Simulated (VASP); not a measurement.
Al2Pt: single point with PBE

Crystal: Al2Pt.

```
Pt Al
1.0
     0.00000    2.95500    2.89590
     2.95500    0.00000    2.89590
     2.95500    2.95500    0.00000
Pt Al
1 2
Cartesian
  0.0000 0.0000 0.0000
  4.4325 4.4325 4.3438
  1.4775 1.4775 1.4480
```

* Program: VASP 6.6.1
* Task: single point
* Functional: PBE
* Potentials or basis: VASP PAW PBE potentials, release 64 (Pt, Al)
* Cutoff: 520 eV
* k mesh: 7 × 7 × 7
* Occupations: fermi-dirac, width 0.05 eV
* Spin: no spin polarisation
* Dipole correction: no
* Further INCAR settings: ALGO = Normal; EDIFF = 1e-06; NBANDS = 15

| Quantity | Value |
| --- | --- |
| Pressure | 5.3 GPa |
| Band gap on the k mesh | zero (band 8 reaches 11.93 eV, above the bottom of band 9 at 6.67 eV) |

Stress tensor (GPa, compression positive):
```
4.98 0.00 0.00
0.00 4.98 0.00
0.00 0.00 5.85
```

Levels at points of the mesh, in eV from the Fermi level:
```csv
k point,band 5,band 6,band 7,band 8,band 9,band 10,band 11,band 12
"(0.00, 0.00, 0.00)",-3.82,-3.74,3.13,3.80,3.80,3.95,5.34,5.64
```

It took 15 s on 1 thread of Intel(R) Xeon(R) Platinum 8488C (Sapphire Rapids), with other jobs on the host, peak memory 0.19 GiB.

Caveat: spin-orbit coupling is left out, which moves the levels of the heavy elements.
